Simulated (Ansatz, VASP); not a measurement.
**CsO in VASP and in Ansatz**

File INCAR:

```
SYSTEM = CsO
PREC = Accurate
ENCUT = 520
EDIFF = 1E-6
ISMEAR = -1
SIGMA = 0.03
LREAL = .FALSE.
LASPH = .TRUE.
NELM = 80
ALGO = Normal
ISIF = 2
LWAVE = .FALSE.
LCHARG = .FALSE.
NBANDS = 23
```

The input KPOINTS:

```
Automatic mesh
0
G
  6 6 6
  0 0 0
```

The input POSCAR:

```
CsO
1.0
   -2.1668547950      3.2186837237      3.7788316351
    2.1668547950     -3.2186837237      3.7788316351
    2.1668547950      3.2186837237     -3.7788316351
Cs O
2 2
Direct
    0.2535603300      0.2535603300      0.0000000000
    0.7464396700      0.7464396700      0.0000000000
    0.6054771200      0.0000000000      0.6054771200
    0.3945228800      0.0000000000      0.3945228800
```

Input for Ansatz:

```yaml
crystal:
  lattice:
    - [-2.166854795, 3.2186837237, 3.7788316351]
    - [2.166854795, -3.2186837237, 3.7788316351]
    - [2.166854795, 3.2186837237, -3.7788316351]
  atoms:
    - { symbol: Cs, position: [0.25356033, 0.25356033, 0.0] }
    - { symbol: Cs, position: [0.74643967, 0.74643967, 0.0] }
    - { symbol: O, position: [0.60547712, 0.0, 0.60547712] }
    - { symbol: O, position: [0.39452288, 0.0, 0.39452288] }
kpoints:
  mp_grid: { grid: [6, 6, 6] }
scf:
  occupations: { method: fermi_dirac, width: 0.03 }
hamiltonian:
  xc: lda
  pseudopotentials: { kind: paw }
output:
  forces: true
  stress: true
  eigenvalues: true
  populations: true
```

Change from the starting cell: shortest bond scaled by 0.9, PAW files.

Alike in both runs: task single point; functional LDA; k mesh 6 × 6 × 6; occupations fermi-dirac, width 0.03 eV; no spin polarisation.

|  | VASP | Ansatz |
| --- | --- | --- |
| version | VASP 6.6.1 | Ansatz 0.2.0 |
| potentials or method | VASP PAW LDA potentials, release 64 (Cs_sv, O) | PAW with Ansatz's default frozen-core files, scalar-relativistic |
| plane-wave cutoff (eV) | 520 | 420 |
| valence electrons in the cell | 30 | 30 |

Ansatz gave:

| Item | Value |
| --- | --- |
| pressure (GPa) | -0.9 |
| traceless stress, the component that is largest in VASP (GPa) | 4.62 |
| rms of the force components (eV/Å) | 1.280 |

Task: Which values does VASP return?

Result: Pressure (GPa): -0.3; traceless stress, the component that is largest in VASP (GPa): 5.21; rms of the force components (eV/Å): 1.496.

LDA's correlation is that of Perdew and Zunger in VASP and of Perdew and Wang (1992) in Ansatz. Atom by atom the forces differ by 0.218 eV/Å (rms over components).

Neither program's run includes spin-orbit coupling.
